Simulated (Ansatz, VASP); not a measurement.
# Si2W in VASP and in Ansatz

```
Si W
1.0
     0.00000    3.37931    3.37931
     3.37931    0.00000    3.37931
     3.37931    3.37931    0.00000
Si W
4 2
Direct
  0.12500 0.12500 0.12500
  0.62500 0.12500 0.12500
  0.12500 0.12500 0.62500
  0.12500 0.62500 0.12500
  0.50000 0.50000 0.50000
  0.75000 0.75000 0.75000
```

Alike in both runs: functional r2SCAN; k mesh 10 × 10 × 10; occupations gaussian, width 0.1 eV; no spin polarisation.

Ansatz relaxed the structure, and its values are those at the end. VASP's run is a single point on that final structure, the one shown.

```csv
,VASP,Ansatz
version,VASP 6.6.1,Ansatz 0.2.0
potentials or method,"VASP PAW PBE potentials, release 64 (Si, W_sv), cutoff 520 eV","scalar-relativistic, plane waves, PAW"
valence electrons in the cell,44,44
```

```csv
,VASP,Ansatz,Ansatz less VASP
gap on the k mesh at the Fermi level (eV),none,none,-
pressure (GPa),0.3,0.0,-0.32
```

VASP's potentials were made for PBE, not for r2SCAN. A gap of «none» marks a metal or a gap that the smearing closes.

Spin-orbit coupling is off throughout.
